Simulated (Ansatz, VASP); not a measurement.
## Two plane-wave programs on In

```
CELL_PARAMETERS angstrom
-1.90789 1.90789 1.90789
1.90789 -1.90789 1.90789
1.90789 1.90789 -1.90789
ATOMIC_POSITIONS crystal
In 0.00000 0.00000 0.00000
```

Alike in both runs: functional PBE; k mesh 14 × 14 × 14; occupations fermi-dirac, width 0.08 eV; no spin polarisation.

Ansatz relaxed the structure, and its values are those at the end. VASP's run is a single point on that final structure, the one shown.

|  | VASP | Ansatz |
| --- | --- | --- |
| version | VASP 6.6.1 | Ansatz 0.2.0 |
| potentials or method | VASP PAW PBE potentials, release 64 (In_d) | PAW with Ansatz's default frozen-core files, scalar-relativistic |
| plane-wave cutoff (eV) | 520 | 420 |
| valence electrons in the cell | 13 | 13 |

```tsv
	VASP	Ansatz	Ansatz less VASP
pressure (GPa)	0.0	0.0	+0.02
```

With one functional, cell and mesh, what is left measures potentials, basis and numerics.
